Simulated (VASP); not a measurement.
# Ca (Fm-3m) in VASP: further runs

The runs below take Ca through single point, relaxation of cell and atoms, with LDA.

All numbers are computed with VASP 6.6.1; they aren't measurements. Logs are shortened: lines on timing, memory, paths and dates and some standing lists are left out, and cuts for length are marked.

### 1 The cell of the first run

The structure is cubic, space group Fm-3m (No. 225). Conventional cell: a = 5.337 Å, b = 5.337 Å, c = 5.337 Å, α = 90.00°, β = 90.00°, γ = 90.00°. Within 5.0 Å of Ca (site symmetry m-3m) lie 12 Ca at 3.77 Å.

### 2 Single point, LDA

The input, INCAR:

```
SYSTEM = Ca
PREC = Accurate ; ENCUT = 520
EDIFF = 1E-6 ; ISMEAR = 0
SIGMA = 0.1 ; LREAL = .False.
LASPH = .True. ; NELM = 60
ALGO = Normal ; ISIF = 2
LWAVE = .False. ; LCHARG = .True.
LELF = .True. ; LVHAR = .True.
NBANDS = 11
```

The input, KPOINTS:

```
Automatic mesh
0
Gamma
  14 14 14
  0 0 0
```

The input, POSCAR:

```
Ca
1.0
    0.0000000000      2.6686738446      2.6686738446
    2.6686738446      0.0000000000      2.6686738446
    2.6686738446      2.6686738446      0.0000000000
Ca
1
Direct
    0.0000000000      0.0000000000      0.0000000000
```

Potentials or basis: VASP PAW LDA potentials, release 64 (Ca_sv).

Launch:

```bash
$ cat potpaw_LDA.64/Ca_sv/POTCAR > POTCAR
$ mpirun -np 1 vasp_std > vasp.out
```

OUTCAR:

```text
SYSTEM = Ca
   PREC = Accurate
   ENCUT = 520
   EDIFF = 1E-6
   ISMEAR = 0
   LREAL = .False.
   LASPH = .True.
   NELM = 60
   ISIF = 2

 ion  position               nearest neighbor table
   1  0.000  0.000  0.000-

  LATTYP: Found a face centered cubic cell.
 ALAT       =     5.3373476892

  Lattice vectors:

 A1 = (   0.0000000000,   2.6686738446,   2.6686738446)
 A2 = (   2.6686738446,   0.0000000000,   2.6686738446)
 A3 = (   2.6686738446,   2.6686738446,   0.0000000000)

Analysis of symmetry for initial positions (statically):
=====================================================================
 Subroutine PRICEL returns:
 Original cell was already a primitive cell.

 Routine SETGRP: Setting up the symmetry group for a
 face centered cubic supercell.

 Subroutine GETGRP returns: Found 48 space group operations
 (whereof 48 operations were pure point group operations)
 out of a pool of 48 trial point group operations.

The static configuration has the point symmetry O_h .

Analysis of symmetry for dynamics (positions and initial velocities):
=====================================================================
 Subroutine PRICEL returns:
 Original cell was already a primitive cell.

 Routine SETGRP: Setting up the symmetry group for a
 face centered cubic supercell.

 Subroutine GETGRP returns: Found 48 space group operations
 (whereof 48 operations were pure point group operations)
 out of a pool of 48 trial point group operations.

The dynamic configuration has the point symmetry O_h .

 Subroutine INISYM returns: Found 48 space group operations
 (whereof 48 operations are pure point group operations),
 and found     1 'primitive' translations

----------------------------------------------------------------------------------------

                                     Primitive cell

  volume of cell :      38.0116

  direct lattice vectors                    reciprocal lattice vectors
     0.000000000  2.668673845  2.668673845    -0.187358976  0.187358976  0.187358976
     2.668673845  0.000000000  2.668673845     0.187358976 -0.187358976  0.187358976
     2.668673845  2.668673845  0.000000000     0.187358976  0.187358976 -0.187358976

  length of vectors
     3.774074745  3.774074745  3.774074745     0.324515266  0.324515266  0.324515266

  position of ions in fractional coordinates (direct lattice)
     0.000000000  0.000000000  0.000000000

  ion indices of the primitive-cell ions
   primitive index   ion index
                 1           1

----------------------------------------------------------------------------------------

 KPOINTS: Automatic mesh

Automatic generation of k-mesh.
 Grid dimensions read from file:
 generate k-points for:   14   14   14

 Generating k-lattice:

  Cartesian coordinates                     Fractional coordinates (reciprocal lattice)
    -0.013382784  0.013382784  0.013382784     0.071428571  0.000000000  0.000000000
     0.013382784 -0.013382784  0.013382784     0.000000000  0.071428571  0.000000000
     0.013382784  0.013382784 -0.013382784     0.000000000  0.000000000  0.071428571

  Length of vectors
     0.023179662  0.023179662  0.023179662

  Shift w.r.t. Gamma in fractional coordinates (k-lattice)
     0.000000000  0.000000000  0.000000000

 Subroutine IBZKPT returns following result:
 ===========================================

 Found    104 irreducible k-points:

 Following reciprocal coordinates:
            Coordinates               Weight
  0.000000  0.000000  0.000000      1.000000
  0.071429  0.000000  0.000000      8.000000
  0.142857  0.000000  0.000000      8.000000
  0.214286  0.000000  0.000000      8.000000
  0.285714  0.000000  0.000000      8.000000
  0.357143  0.000000  0.000000      8.000000
[... 16 lines left out ...]
  0.214286  0.142857  0.000000     24.000000
  0.285714  0.142857  0.000000     24.000000
 [... further k-points ...]
   k-points           NKPTS =    104   k-points in BZ     NKDIM =    104   number of bands    NBANDS=     11
   number of dos      NEDOS =    301   number of ions     NIONS =      1
   total plane-waves  NPLWV =  21952
   dimension x,y,z NGX =    28 NGY =   28 NGZ =   28
   dimension x,y,z NGXF=    56 NGYF=   56 NGZF=   56
   ions per type =               1
   NGX,Y,Z   is equivalent  to a cutoff of  12.33, 12.33, 12.33 a.u.
   NGXF,Y,Z  is equivalent  to a cutoff of  24.67, 24.67, 24.67 a.u.
 SYSTEM =  Ca
   PREC   = accura    normal or accurate (medium, high low for compatibility)
   ISTART =      0    job   : 0-new  1-cont  2-samecut
   ICHARG =      2    charge: 1-file 2-atom 10-const
   ISPIN  =      1    spin polarized calculation?
   LNONCOLLINEAR =      F non collinear calculations
   LSORBIT =      F    spin-orbit coupling
   LASPH  =      T    aspherical Exc in radial PAW
   ENCUT  =  520.0 eV  38.22 Ry    6.18 a.u.   7.02  7.02  7.02*2*pi/ulx,y,z
   NELM   =     60;   NELMIN=  2; NELMDL= -5     # of ELM steps
   EDIFF  = 0.1E-05   stopping-criterion for ELM
   LREAL  =      F    real-space projection
   EDIFFG = 0.1E-04   stopping-criterion for IOM
   NSW    =      0    number of steps for IOM
   IBRION =     -1    ionic relax: 0-MD 1-quasi-New 2-CG
   NFREE  =      0    steps in history (QN), initial steepest desc. (CG)
   ISIF   =      2    stress and relaxation
   ISYM   =      2    0-nonsym 1-usesym 2-fastsym
   POTIM  = 0.5000    time-step for ionic-motion
   TEBEG  =    0.0;   TEEND  =   0.0 temperature during run
   PSTRESS=    0.0 pullay stress
   NELECT =      10.0000    total number of electrons
   NUPDOWN=      -1.0000    fix difference up-down
   EMIN   =  10.00;   EMAX   =-10.00  energy-range for DOS
   EFERMI =   0.00;   METHOD = LEGACY
   ISMEAR =     0;   SIGMA  =   0.10  broadening in eV -4-tet -1-fermi 0-gaus
   EFERMI_NEDOS =   21; number of points for ismear=-14 and -15
   IALGO  =     38    algorithm
   IMIX   =      4    mixing-type and parameters
     AMIX     =   0.40;   BMIX     =  1.00
     AMIX_MAG =   1.60;   BMIX_MAG =  1.00
  volume/ion in A,a.u.               =      38.01       256.52
  Fermi-wavevector in a.u.,A,eV,Ry     =   1.048985  1.982294 14.971440  1.100370
  Thomas-Fermi vector in A             =   2.183929
   LORBIT       =      0    0 simple, 1 ext, 2 COOP (PROOUT), +10 PAW based schemes
   GGA     = CA    functional components
   LHFCALC =     F    Hartree Fock is set to
   AEXX    =    0.0000 exact exchange contribution
   IVDW    =     0    specifies the selected vdW correction
   LEPSILON=     F    determine dielectric tensor
   LRPA    =     F    only Hartree local field effects (RPA)
 non-spin polarized calculation
 Gauss-broadening in eV      SIGMA  =   0.10
  energy-cutoff  :      520.00
  volume of cell :       38.01
 maximum number of plane-waves:      1038
   NGX = 13   NGY = 13   NGZ = 13

 number of electron      10.0000003 magnetization

 Free energy of the ion-electron system (eV)
  ---------------------------------------------------
  ext. energy  EPLUGINS =         0.00000000
  ---------------------------------------------------
  free energy    TOTEN  =        -2.20912444 eV

  energy without entropy =       -2.20224979  energy(sigma->0) =       -2.20568712

 E-fermi :   2.2206     XC(G=0):  -8.3089

 val. band max:        2.2181514102   @ k =  -0.3571   0.3571   0.0714
 cond. band min:       2.2430105069   @ k =   0.5000   0.0714   0.0000
 fundamental gap:      0.0248590967
 Fermi energy:         2.2205884790

 k-point     1 :       0.0000    0.0000    0.0000
  band No.  band energies     occupation
      1     -39.1172      2.00000
      2     -20.3074      2.00000
      3     -20.3074      2.00000
      4     -20.3074      2.00000
      5      -1.9923      2.00000
      6       4.5578      0.00000
      7       4.5578      0.00000
      8       4.5578      0.00000
      9       5.7651      0.00000
     10       5.7651      0.00000
     11      11.8742      0.00000

 k-point     2 :       0.0714    0.0000    0.0000
  band No.  band energies     occupation
      1     -39.1161      2.00000
      2     -20.3181      2.00000
      3     -20.3088      2.00000
      4     -20.3088      2.00000
      5      -1.8962      2.00000
      6       4.4563      0.00000
      7       4.5960      0.00000
      8       4.5960      0.00000
      9       5.7316      0.00000
     10       5.7316      0.00000
     11      12.0084      0.00000

 k-point     3 :       0.1429    0.0000    0.0000
  band No.  band energies     occupation
      1     -39.1128      2.00000
      2     -20.3480      2.00000
      3     -20.3128      2.00000
      4     -20.3128      2.00000
      5      -1.6137      2.00000
      6       4.1851      0.00000
      7       4.6831      0.00000
      8       4.6831      0.00000
      9       5.6711      0.00000
     10       5.6711      0.00000
     11      12.0026      0.00000

 k-point     4 :       0.2143    0.0000    0.0000
  band No.  band energies     occupation
      1     -39.1080      2.00000
      2     -20.3907      2.00000
      3     -20.3185      2.00000
      4     -20.3185      2.00000
      5      -1.1627      2.00000
      6       3.8127      0.00000
      7       4.7307      0.00000
      8       4.7307      0.00000
      9       5.6983      0.00000
     10       5.6983      0.00000
     11      10.8621      0.00000

 k-point     5 :       0.2857    0.0000    0.0000
  band No.  band energies     occupation
      1     -39.1027      2.00000
      2     -20.4376      2.00000
      3     -20.3249      2.00000
      4     -20.3249      2.00000
      5      -0.5751      2.00000
      6       3.3931      0.00000
      7       4.6701      0.00000
      8       4.6701      0.00000
      9       5.8957      0.00000
     10       5.8957      0.00000
     11       9.7430      0.00000
[... 211 lines left out ...]
 k-point    21 :      -0.0714    0.0714    0.0000
  band No.  band energies     occupation
      1     -39.1142      2.00000
      2     -20.3329      2.00000
      3     -20.3151      2.00000
      4     -20.3094      2.00000
      5      -1.7380      2.00000
      6       4.3054      0.00000
      7       4.6385      0.00000
      8       4.6636      0.00000
      9       5.6009      0.00000
     10       5.7696      0.00000
     11      12.1863      0.00000

 k-point    22 :       0.1429    0.1429    0.0000
  band No.  band energies     occupation
      1     -39.1113      2.00000
      2     -20.3468      2.00000
      3     -20.3218      2.00000
      4     -20.3218      2.00000
      5      -1.4893      2.00000
      6       4.0829      0.00000
      7       4.7753      0.00000
      8       4.7753      0.00000
      9       5.2643      0.00000
     10       5.8996      0.00000
     11      12.5278      0.00000

 k-point    23 :       0.2143    0.1429    0.0000
  band No.  band energies     occupation
      1     -39.1077      2.00000
      2     -20.3745      2.00000
      3     -20.3290      2.00000
      4     -20.3273      2.00000
      5      -1.1585      2.00000
      6       3.8376      0.00000
      7       4.7875      0.00000
      8       4.8821      0.00000
      9       5.1603      0.00000
     10       5.9687      0.00000
     11      11.8886      0.00000

 k-point    24 :       0.2857    0.1429    0.0000
  band No.  band energies     occupation
      1     -39.1031      2.00000
      2     -20.4128      2.00000
      3     -20.3361      2.00000
      4     -20.3339      2.00000
      5      -0.6724      2.00000
      6       3.5343      0.00000
      7       4.5386      0.00000
      8       4.9228      0.00000
      9       5.4093      0.00000
     10       6.1070      0.00000
     11      10.6426      0.00000

 [... further k-points ...]

------------------------ aborting loop because EDIFF is reached ----------------------------------------

  FORCE on cell =-STRESS in cart. coord.  units (eV):
  Direction    XX          YY          ZZ          XY          YZ          ZX
  --------------------------------------------------------------------------------------
  -------------------------------------------------------------------------------------
  Total       -0.0039944     -0.0039944     -0.0039944      0.0000000      0.0000000      0.0000000
  in kB       -0.1683614     -0.1683614     -0.1683614      0.0000000      0.0000000      0.0000000
  external PRESSURE =      -0.1683614 kB  Pullay stress =       0.0000000 kB

 VOLUME and BASIS-vectors are now :
 -----------------------------------------------------------------------------
  energy-cutoff  :      520.00
  volume of cell :       38.01
      direct lattice vectors                 reciprocal lattice vectors
     0.000000000  2.668673845  2.668673845    -0.187358976  0.187358976  0.187358976
     2.668673845  0.000000000  2.668673845     0.187358976 -0.187358976  0.187358976
     2.668673845  2.668673845  0.000000000     0.187358976  0.187358976 -0.187358976

 POSITION                                       TOTAL-FORCE (eV/Angst)
 -----------------------------------------------------------------------------------
      0.00000      0.00000      0.00000         0.000000      0.000000      0.000000
 -----------------------------------------------------------------------------------
    total drift:                               -0.000000     -0.000000     -0.000000

  FREE ENERGIE OF THE ION-ELECTRON SYSTEM (eV)
  ---------------------------------------------------
  free  energy   TOTEN  =        -2.2091244385 eV

  energy  without entropy=       -2.2022497921  energy(sigma->0) =       -2.20568712
```

Wall time 47 s (1 thread of Intel Xeon 8259CL, shared host); peak memory 0.17 GiB.

Results:

```
Free energy            : -2.2091 eV
Pressure               : 0.0 GPa
Band gap on the k mesh : zero (bands 5 and 6 overlap by 0.10 eV)
```

Levels at points of the mesh, in eV from the Fermi level:
| k point | band 1 | band 2 | band 3 | band 4 | band 5 | band 6 | band 7 | band 8 | band 9 | band 10 |
| --- | --- | --- | --- | --- | --- | --- | --- | --- | --- | --- |
| (0.00, 0.00, 0.00) | -41.34 | -22.53 | -22.53 | -22.53 | -4.21 | 2.34 | 2.34 | 2.34 | 3.54 | 3.54 |
| (0.50, 0.00, 0.00) | -41.31 | -22.74 | -22.56 | -22.56 | -1.09 | -0.01 | 2.22 | 2.22 | 4.33 | 4.33 |
| (0.50, 0.50, 0.00) | -41.31 | -22.73 | -22.60 | -22.60 | -0.61 | 0.42 | 1.20 | 4.32 | 4.53 | 4.53 |

### 3 Relaxation of cell and atoms, LDA

This run uses another cell than the first one, of 42.16 Å³/atom.

The input, INCAR:

```
PREC = Accurate ; ENCUT = 600
EDIFF = 1E-6 ; ISMEAR = 0
SIGMA = 0.1 ; LREAL = F
LASPH = T ; NELM = 60
ALGO = Fast ; ISIF = 3
LWAVE = F ; LCHARG = F
IBRION = 2 ; NSW = 70
EDIFFG = -0.005
```

The input, KPOINTS:

```
Automatic mesh
0
Gamma
  14 14 14
```

The input, POSCAR:

```
Ca
1.0
    0.0000000000      2.7623962668      2.7623962668
    2.7623962668      0.0000000000      2.7623962668
    2.7623962668      2.7623962668      0.0000000000
Ca
1
Direct
    0.0000000000      0.0000000000      0.0000000000
```

Potentials or basis: VASP PAW LDA potentials, release 64 (Ca_sv).

Launch:

```bash
$ cat potpaw_LDA.64/Ca_sv/POTCAR > POTCAR
$ mpirun -np 1 vasp_std > vasp.out
```

Run time: 3.8 min. Hardware: 1 thread of Intel Xeon 8259CL, shared host; peak memory 0.21 GiB.

Results (log left out):

```yaml
Free_energy: -2.2095 eV
Relaxed_volume: 38.05 Å³/atom
Relaxed_cell: a = 3.775 Å, b = 3.775 Å, c = 3.775 Å, α = 60.00°, β = 60.00°, γ = 60.00°
Space_group_after_relaxing_to_0.1_Å: Fm-3m (No. 225)
Energy_gained_by_relaxing: 23.0 meV/atom
Ionic_steps: 4
Pressure_after_relaxing: 0.0 GPa
Band_gap_on_the_k_mesh: zero (bands 5 and 6 overlap by 0.10 eV)
```

The path:
```tsv
step	energy change (eV)	largest force (eV/Å)	pressure (GPa)	volume (Å³)
1	0.0000	0.0000	-1.67	42.16
2	-0.0197	0.0000	-0.68	39.54
3	-0.0229	0.0000	-0.11	38.28
4	-0.0230	0.0000	-0.02	38.05
```

Final structure:
```xyz
1
Lattice="0.0000 2.6696 2.6696 2.6696 0.0000 2.6696 2.6696 2.6696 0.0000" Properties=species:S:1:pos:R:3 pbc="T T T"
Ca    0.0000    0.0000    0.0000
```

Levels at points of the mesh, in eV from the Fermi level:
| k point | band 1 | band 2 | band 3 | band 4 | band 5 | band 6 | band 7 | band 8 | band 9 |
| --- | --- | --- | --- | --- | --- | --- | --- | --- | --- |
| (0.00, 0.00, 0.00) | -41.34 | -22.53 | -22.53 | -22.53 | -4.21 | 2.34 | 2.34 | 2.34 | 3.54 |
| (0.50, 0.00, 0.00) | -41.32 | -22.74 | -22.56 | -22.56 | -1.09 | -0.02 | 2.21 | 2.21 | 4.32 |
| (0.50, 0.50, 0.00) | -41.31 | -22.73 | -22.61 | -22.61 | -0.61 | 0.42 | 1.20 | 4.32 | 4.53 |

The gap in the log of VASP goes by the Fermi energy; the results here count the filled bands.